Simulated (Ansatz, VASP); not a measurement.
**MgO: VASP beside Ansatz**

```
CELL_PARAMETERS angstrom
0.00000 2.12082 2.12082
2.12082 0.00000 2.12082
2.12082 2.12082 0.00000
ATOMIC_POSITIONS crystal
Mg 0.00000 0.00000 0.00000
O 0.50000 0.50000 0.50000
```

Change from the starting cell: volume scaled by 0.98, PAW files.

Alike in both runs: task electric field gradients; functional PBE; k mesh 11 × 11 × 11; occupations fermi-dirac, width 0.01 eV; no spin polarisation.

```csv
,VASP,Ansatz
version,VASP 6.6.1,Ansatz 0.2.0
potentials or method,"VASP PAW PBE potentials, release 64 (Mg, O)","PAW with Ansatz's default frozen-core files, scalar-relativistic"
plane-wave cutoff (eV),520,420
valence electrons in the cell,8,16
```

```csv
,VASP,Ansatz,Ansatz less VASP
gap on the k mesh at the Fermi level (eV),4.52,4.54,+0.017
pressure (GPa),0.6,1.3,+0.73
```

With one functional, cell and mesh, what is left measures potentials, basis and numerics. VASP's potentials hold 8 valence electrons a cell and Ansatz's 16, so a difference there can come from the potentials and not from the codes.
